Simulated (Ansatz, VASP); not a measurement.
One calculation of SiC, two programs

```
Si C
1.0
     0.00000    2.04000    2.04000
     2.04000    0.00000    2.04000
     2.04000    2.04000    0.00000
Si C
1 1
Cartesian
  0.0000 0.0000 0.0000
  2.0400 2.0400 2.0400
```

Alike in both runs: task single point; functional PBEsol; k mesh 16 × 16 × 16; occupations gaussian, width 0.05 eV; no spin polarisation.

```csv
,VASP,Ansatz
version,VASP 6.6.1,Ansatz 0.2.0
potentials or method,"VASP PAW PBE potentials, release 64 (Si, C), cutoff 520 eV","scalar-relativistic, plane waves, PAW"
valence electrons in the cell,8,8
```

VASP gave:

* gap on the k mesh at the Fermi level (eV): none
* pressure (GPa): -7.5

Question: Estimate Ansatz's values.

Answer: gap on the k mesh at the Fermi level (eV): none; pressure (GPa): -8.0.

VASP's potentials were made for PBE, not for PBEsol. A gap of «none» marks a metal or a gap that the smearing closes.
